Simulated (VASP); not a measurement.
Wanted: the native input for a VASP 6.6.1 run.

| Property | Result |
| --- | --- |
| Task | single point |
| Functional | r2SCAN |
| Potentials or basis | VASP PAW PBE potentials, release 64 (Hg, Ir, N) |
| Cutoff | 520 eV |
| k mesh | 6 × 6 × 6 |
| Occupations | gaussian, width 0.1 eV |
| Spin | no spin polarisation |
| Dipole correction | no |
| Further INCAR settings | ALGO = Normal; EDIFF = 1e-06; NBANDS = 36 |

Crystal: Hg3IrN2.

```
Hg Ir N
1.0
     5.91066    0.00000    0.00000
    -2.95533    5.11878    0.00000
     0.00000    0.00000    4.94523
Hg Ir N
3 1 2
Cartesian
  2.9553 0.0000 0.0000
  -1.4777 2.5594 0.0000
  1.4777 2.5594 0.0000
  0.0000 0.0000 0.0000
  0.0000 0.0000 3.0430
  0.0000 0.0000 1.9022
```

One way to write it, as run:

POSCAR

```
Hg3IrN2
1.0
    5.9106554791      0.0000000000      0.0000000000
   -2.9553277395      5.1187777979      0.0000000000
    0.0000000000      0.0000000000      4.9452313629
Hg Ir N
3 1 2
Direct
    0.5000000000      0.0000000000      0.0000000000
    0.0000000000      0.5000000000      0.0000000000
    0.5000000000      0.5000000000      0.0000000000
    0.0000000000      0.0000000000      0.0000000000
    0.0000000000      0.0000000000      0.6153427581
    0.0000000000      0.0000000000      0.3846572419
```

INCAR.step1

```
SYSTEM = Hg3IrN2
  PREC = Accurate
  ENCUT = 520
  ISMEAR = 0
  SIGMA = 0.1
  LREAL = .False.
  LASPH = .True.
  NELM = 100
  NBANDS = 36
  GGA = PE
  ALGO = Normal
  EDIFF = 1E-4
  LWAVE = .True.
  LCHARG = .False.
```

INCAR.step2

```
SYSTEM = Hg3IrN2
  PREC = Accurate
  ENCUT = 520
  EDIFF = 1E-6
  ISMEAR = 0
  SIGMA = 0.1
  LREAL = .False.
  LASPH = .True.
  NELM = 100
  ALGO = Normal
  ISIF = 2
  LWAVE = .False.
  LCHARG = .True.
  METAGGA = R2SCAN
  LMIXTAU = .True.
  LELF = .True.
  LVHAR = .True.
  NBANDS = 36
  ISTART = 1
```

KPOINTS

```
Automatic mesh
0
Gamma
  6 6 6
  0 0 0
```

Potentials or basis: VASP PAW PBE potentials, release 64 (Hg, Ir, N).

Launch:

```sh
$ cat potpaw_PBE.64/Hg/POTCAR potpaw_PBE.64/Ir/POTCAR potpaw_PBE.64/N/POTCAR > POTCAR
$ cp INCAR.step1 INCAR
$ mpirun -np 1 vasp_std > vasp.out
$ cp INCAR.step2 INCAR
$ mpirun -np 1 vasp_std > vasp.out
```

It gave:

* Pressure: -1.5 GPa
* Largest force: 0.016 eV/Å
* Band gap on the k mesh: zero (an odd number of electrons rules out a gap without spin polarisation)

Caveat: the standard files for N, O and F lose accuracy on very short bonds; the PAW data sets were made with another functional, which shifts forces and pressure a little; spin-orbit coupling is left out, which moves the levels of the heavy elements.

Wall time 4.2 min on 1 thread of Intel(R) Xeon(R) 6975P-C (Granite Rapids), on a shared host, peak memory 0.41 GiB.
